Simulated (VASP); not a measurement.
# ZnO (P6_3mc) in VASP: elastic constants with PBEsol

Aim: the elastic constants of ZnO with PBEsol.

Everything below comes from runs of VASP 6.6.1. Logs are shortened: lines on timing, memory, paths and dates and some standing lists are left out, and cuts for length are marked.

### Step 1. The cell of the first run

It takes space group P6_3mc (No. 186, hexagonal). The conventional cell has a = 3.139 Å, b = 3.139 Å, c = 5.068 Å, α = 90.00°, β = 90.00°, γ = 120.00°. Within 2.5 Å of Zn (site symmetry 3m) lie 4 O at 1.91 to 1.92 Å. Within 2.5 Å of O (site symmetry 3m) lie 4 Zn at 1.91 to 1.92 Å.

### Step 2. Elastic constants, PBEsol

INCAR reads:

```
SYSTEM = ZnO
  PREC = Accurate
  ENCUT = 600
  EDIFF = 1E-8
  ISMEAR = 0
  SIGMA = 0.01
  LREAL = .False.
  LASPH = .True.
  NELM = 80
  ALGO = Normal
  ISIF = 3
  LWAVE = .False.
  LCHARG = .True.
  GGA = PS
  IBRION = 6
  NFREE = 2
  POTIM = 0.015
  NSW = 1
```

KPOINTS reads:

```
Automatic mesh
0
Gamma
  8 8 4
  0 0 0
```

POSCAR reads:

```
ZnO
1.0
    3.1390868346      0.0000000000      0.0000000000
   -1.5695434173      2.7185289435      0.0000000000
    0.0000000000      0.0000000000      5.0679599720
Zn O
2 2
Direct
    0.3333333333      0.6666666667      0.5001232090
    0.6666666667      0.3333333333      0.0001232090
    0.6666666667      0.3333333333      0.3788867910
    0.3333333333      0.6666666667      0.8788867910
```

Potentials or basis: VASP PAW PBE potentials, release 64 (Zn, O).

Run with:

```sh
cat potpaw_PBE.64/Zn/POTCAR potpaw_PBE.64/O/POTCAR > POTCAR
mpirun -np 1 vasp_std > vasp.out
```

OUTCAR:

```text
SYSTEM = ZnO
   PREC = Accurate
   ENCUT = 600
   EDIFF = 1E-8
   ISMEAR = 0
   LREAL = .False.
   LASPH = .True.
   NELM = 80
   ISIF = 3
   GGA = PS
   IBRION = 6
   NFREE = 2
   POTIM = 0.015
   NSW = 1

 ion  position               nearest neighbor table
   1  0.333  0.667  0.500-   3 1.91   3 1.91   3 1.91   4 1.92
   2  0.667  0.333  0.000-   4 1.91   4 1.91   4 1.91   3 1.92
   3  0.667  0.333  0.379-   1 1.91   1 1.91   1 1.91   2 1.92
   4  0.333  0.667  0.879-   2 1.91   2 1.91   2 1.91   1 1.92

  LATTYP: Found a hexagonal cell.
 ALAT       =     3.1390868346
 C/A-ratio  =     1.6144695063

  Lattice vectors:

 A1 = (   3.1390868346,   0.0000000000,   0.0000000000)
 A2 = (  -1.5695434173,   2.7185289435,   0.0000000000)
 A3 = (   0.0000000000,   0.0000000000,   5.0679599720)

Analysis of symmetry for initial positions (statically):
=====================================================================
 Subroutine PRICEL returns:
 Original cell was already a primitive cell.

 Routine SETGRP: Setting up the symmetry group for a
 hexagonal supercell.

 Subroutine GETGRP returns: Found 12 space group operations
 (whereof  6 operations were pure point group operations)
 out of a pool of 24 trial point group operations.

The static configuration has the point symmetry C_3v.
 The point group associated with its full space group is C_6v.

Analysis of symmetry for dynamics (positions and initial velocities):
=====================================================================
 Subroutine PRICEL returns:
 Original cell was already a primitive cell.

 Routine SETGRP: Setting up the symmetry group for a
 hexagonal supercell.

 Subroutine GETGRP returns: Found 12 space group operations
[... 372 lines left out ...]
      4      -4.2669      2.00000
      5      -4.2669      2.00000
      6      -4.2423      2.00000
[... 589 lines left out ...]
     21      11.0348      0.00000
     22      11.1069      0.00000

 [... further k-points ...]

------------------------ aborting loop because EDIFF is reached ----------------------------------------

  FORCE on cell =-STRESS in cart. coord.  units (eV):
  Direction    XX          YY          ZZ          XY          YZ          ZX
  --------------------------------------------------------------------------------------
  -------------------------------------------------------------------------------------
  Total        4.2709725      4.2709725      4.6157233      0.0000000      0.0000000      0.0000000
  in kB      158.2220060    158.2220060    170.9936093      0.0000000      0.0000000      0.0000000
  external PRESSURE =     162.4792071 kB  Pullay stress =       0.0000000 kB
[... 19 lines left out ...]
  FREE ENERGIE OF THE ION-ELECTRON SYSTEM (eV)
  ---------------------------------------------------
  free  energy   TOTEN  =       -19.2120822619 eV

  energy  without entropy=      -19.2120822619  energy(sigma->0) =      -19.21208226

 INTERNAL STRAIN TENSORS FROM STRAINED CELLS
 ============================================

 INTERNAL STRAIN TENSOR FOR ION    1 for displacements in x,y,z  (eV/Angst):
          X           Y           Z          XY          YZ          ZX
  --------------------------------------------------------------------------------
  x    -0.00000    -0.00000     0.00000   -11.40100     0.00000    -7.31667
  y   -11.44061    11.46833    -0.00000     0.00002    -7.31224     0.00002
  z    -7.40657    -7.41034    14.61964     0.00006    -0.00538     0.00004

 INTERNAL STRAIN TENSORS FROM DISPLACED ATOMS
 ============================================

 INTERNAL STRAIN TENSOR FOR ION    1 for displacements in x,y,z  (eV/Angst):
          X           Y           Z          XY          YZ          ZX
  --------------------------------------------------------------------------------
  x    -0.00000    -0.00000     0.00000   -11.41595     0.00000    -7.31595
  y   -11.41595    11.41595     0.00000     0.00000    -7.31595    -0.00000
  z    -7.39754    -7.39754    14.53013     0.00000     0.00000     0.00000

 INTERNAL STRAIN TENSOR FOR ION    4 for displacements in x,y,z  (eV/Angst):
          X           Y           Z          XY          YZ          ZX
  --------------------------------------------------------------------------------
  x     0.00000     0.00000     0.00000   -12.40187     0.00000     7.32099
  y   -12.40187    12.40187     0.00000     0.00000     7.32099    -0.00000
  z     7.37888     7.37888   -14.56010     0.00000     0.00000     0.00000

 Eigenvectors and eigenvalues of the dynamical matrix
 ----------------------------------------------------

   1 f  =   18.112255 THz   113.802657 2PiTHz  604.159808 cm-1    74.906236 meV
             X         Y         Z           dx          dy          dz
     -0.000000  1.812353  2.534604    -0.000000   -0.000000   -0.139676
      1.569543  0.906176  0.000624     0.000000    0.000000    0.139676
      1.569543  0.906176  1.920183     0.000000    0.000000   -0.693174
     -0.000000  1.812353  4.454163    -0.000000   -0.000000    0.693174
[... 71 lines left out ...]
  12 f/i=    0.004228 THz     0.026565 2PiTHz    0.141029 cm-1     0.017485 meV
             X         Y         Z           dx          dy          dz
     -0.000000  1.812353  2.534604    -0.628286   -0.082727   -0.000000
      1.569543  0.906176  0.000624    -0.628286   -0.082727   -0.000000
      1.569543  0.906176  1.920183    -0.311023   -0.040953   -0.000000
     -0.000000  1.812353  4.454163    -0.311023   -0.040953   -0.000000

--------------------------------------------------------------------------------------------------------

 ELASTIC MODULI CONTR FROM IONIC RELAXATION (kBar)
 Direction    XX          YY          ZZ          XY          YZ          ZX
 --------------------------------------------------------------------------------
 XX       -1351.0817    495.6236    842.0658      0.0000      0.0000      0.0000
 YY         495.6236  -1351.0817    842.0658     -0.0000     -0.0000     -0.0000
 ZZ         842.0658    842.0658  -1657.7663      0.0000     -0.0000      0.0000
 XY           0.0000     -0.0000      0.0000   -923.3526      0.0000      0.0000
 YZ          -0.0000     -0.0000     -0.0000      0.0000   -386.5938      0.0000
 ZX           0.0000     -0.0000      0.0000     -0.0000      0.0000   -386.5937
 --------------------------------------------------------------------------------

 TOTAL ELASTIC MODULI (kBar)
 Direction    XX          YY          ZZ          XY          YZ          ZX
 --------------------------------------------------------------------------------
 XX        2312.0718   1854.5981   1738.6844      0.0000      0.0000      0.0000
 YY        1854.5981   2312.0718   1738.6844     -0.0000     -0.0000     -0.0000
 ZZ        1738.6844   1738.6844   2464.6851      0.0000     -0.0000      0.0000
 XY           0.0000     -0.0000      0.0000    228.7368      0.0000      0.0000
 YZ          -0.0000     -0.0000     -0.0000      0.0000    227.0410      0.0000
 ZX           0.0000     -0.0000      0.0000     -0.0000      0.0000    227.0411
 --------------------------------------------------------------------------------
```

stdout:

```text
POSCAR found type information on POSCAR ZnO
 POSCAR found :  2 types and       4 ions
 scaLAPACK will be used
 -----------------------------------------------------------------------------
|                                                                             |
|                                                                             |
|     You enforced a specific xc type in the INCAR file but a different       |
|     I HOPE YOU KNOW WHAT YOU ARE DOING!                                     |
[... 40 lines left out ...]
 Finite differences progress:
 bond charge predicted
 Finite differences progress:
 bond charge predicted
 Finite differences progress:
 bond charge predicted
 Finite differences progress:
 bond charge predicted
 Finite differences progress:
 bond charge predicted
 Finite differences progress:
 bond charge predicted
 Finite differences progress:
```

Wall time 31 min (1 thread of AMD EPYC 9755, shared host); peak memory 0.33 GiB.

What came out:

```
Voigt bulk modulus                                      : 197 GPa
Highest phonon frequency at Γ, LO-TO splitting left out : 604 cm⁻¹
```

Phonon frequencies in cm⁻¹ (negative: imaginary):
| q point | frequencies |
| --- | --- |
| (0.000, 0.000, 0.000) | 0 0 0 67 67 272 447 466 466 504 504 604 |

Elastic tensor in Voigt notation (GPa, in the Cartesian axes of the cell as first typed):
```
231 185 174   0   0   0
185 231 174   0   0   0
174 174 246   0   0   0
  0   0   0  23   0   0
  0   0   0   0  23   0
  0   0   0   0   0  23
```

Clamped-ion elastic tensor (GPa):
```
366 136  90   0   0   0
136 366  90   0   0   0
 90  90 412   0   0   0
  0   0   0  61   0   0
  0   0   0   0  61   0
  0   0   0   0   0 115
```

Caveat: the cell is under stress, which shifts elastic constants; the PAW data sets were made with another functional, which shifts forces and pressure a little.
